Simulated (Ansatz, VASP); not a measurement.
# Two plane-wave programs on Pd

Contents of INCAR:

```
PREC = Accurate ; ENCUT = 520
EDIFF = 1E-6 ; ISMEAR = -1
SIGMA = 0.1 ; LREAL = F
LASPH = T ; NELM = 60
ALGO = Normal ; ISIF = 2
LWAVE = F ; LCHARG = T
GGA = RP ; LELF = T
LVHAR = T ; NBANDS = 11
```

Contents of KPOINTS:

```
regular mesh
0
Gamma
  13 13 13
```

Contents of POSCAR:

```
Pd
1.0
    2.6086419889      0.0000000000      0.0000000000
    0.0000000000      2.6086419889      0.0000000000
    0.0000000000      0.0000000000      2.6086419889
Pd
1
Direct
    0.0000000000      0.0000000000      0.0000000000
```

Input for Ansatz:

```yaml
crystal:
  lattice:
    - [2.6086419889, 0.0, 0.0]
    - [0.0, 2.6086419889, 0.0]
    - [0.0, 0.0, 2.6086419889]
  atoms:
    - { symbol: Pd, position: [0.0, 0.0, 0.0] }
hamiltonian:
  xc: rpbe
  pseudopotentials:
    kind: paw
    azcp:
      Pd: "pseudopotentials/Pd.paw.azcp"
basis:
  ecutwfc: 420
  fft_grid_basis: typed
kpoints:
  mp_grid: { grid: [13, 13, 13], shift: [0, 0, 0] }
magnetization:
  spin_polarized: false
scf:
  occupations: { method: fermi_dirac, width: 0.1 }
  lower_state_search: "off"
output:
  stress: true
```

Alike in both runs: task single point; functional RPBE; k mesh 13 × 13 × 13; occupations fermi-dirac, width 0.1 eV; no spin polarisation.

```csv
,VASP,Ansatz
version,VASP 6.6.1,Ansatz 0.2.0
potentials or method,"VASP PAW PBE potentials, release 64 (Pd), cutoff 520 eV","plane waves (420 eV) with PAW, scalar-relativistic"
valence electrons in the cell,10,18
```

Ansatz gave:

| Quantity | Value |
| --- | --- |
| pressure (GPa) | 4.7 |

Task: Estimate VASP's values.

Result: Pressure (GPa): 4.4.

VASP's potentials were made for PBE, not for RPBE. The functional is the same, so the differences come from potentials, cutoffs and numerics. VASP's potentials hold 10 valence electrons a cell and Ansatz's 18, so a difference there can come from the potentials and not from the codes.
